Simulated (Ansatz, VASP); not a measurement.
## One calculation of InGa2P3, two programs

```xyz
6
Lattice="-1.9337 1.9337 8.2040 1.9337 -1.9337 8.2040 1.9337 1.9337 -8.2040" Properties=species:S:1:pos:R:3 pbc="T T T"
In    0.0000    0.0000    0.0000
Ga    0.0000    0.0000   10.9387
Ga    0.0000    0.0000    5.4693
P     0.0000    0.0000    2.7347
P     0.0000    0.0000   13.6733
P     0.0000    0.0000    8.2040
```

Alike in both runs: task relaxation of cell and atoms; functional PBE; k mesh 6 × 6 × 6; occupations gaussian, width 0.1 eV; no spin polarisation.

|  | VASP | Ansatz |
| --- | --- | --- |
| version | VASP 6.6.1 | Ansatz 0.2.0 |
| potentials or method | VASP PAW PBE potentials, release 64 (In_d, Ga_d, P), cutoff 600 eV | scalar-relativistic, plane waves, PAW |
| valence electrons in the cell | 54 | 54 |

Ansatz gave:

| Item | Value |
| --- | --- |
| gap on the k mesh at the Fermi level, each at its own relaxed structure (eV) | none |
| relaxed volume (Å³/atom) | 18.65 |
| relaxed cell length with the largest relative difference (Å) | 8.358 |

**Question.** Estimate VASP's values.

**Answer.** gap on the k mesh at the Fermi level, each at its own relaxed structure (eV): none; relaxed volume (Å³/atom): 18.71; relaxed cell length with the largest relative difference (Å): 8.356.

A gap of «none» marks a metal or a gap that the smearing closes.

The k mesh is coarse, so the values compare programs but aren't converged.
